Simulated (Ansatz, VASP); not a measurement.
One calculation of SnO2, two programs

```
Sn O
1.0
     0.00000    3.93387    3.93387
     3.93387    0.00000    3.93387
     3.93387    3.93387    0.00000
Sn O
2 4
Direct
  0.25000 0.25000 0.25000
  0.75000 0.75000 0.75000
  0.60734 0.17797 0.60734
  0.60734 0.60734 0.60734
  0.17797 0.60734 0.60734
  0.60734 0.60734 0.17797
```

Alike in both runs: task relaxation of cell and atoms; functional PBE; k mesh 8 × 8 × 8; occupations gaussian, width 0.1 eV; no spin polarisation.

```csv
,VASP,Ansatz
version,VASP 6.6.1,Ansatz 0.2.0
potentials or method,"VASP PAW PBE potentials, release 64 (Sn_d, O), cutoff 600 eV","scalar-relativistic, plane waves, PAW"
valence electrons in the cell,52,52
```

```tsv
	VASP	Ansatz	Ansatz less VASP
gap on the k mesh at the Fermi level, each at its own relaxed structure (eV)	none	none	-
relaxed volume (Å³/atom)	20.33	20.36	+0.030
relaxed cell length with the largest relative difference (Å)	5.567	5.570	+0.0027
```

A gap of «none» marks a metal or a gap that the smearing closes.
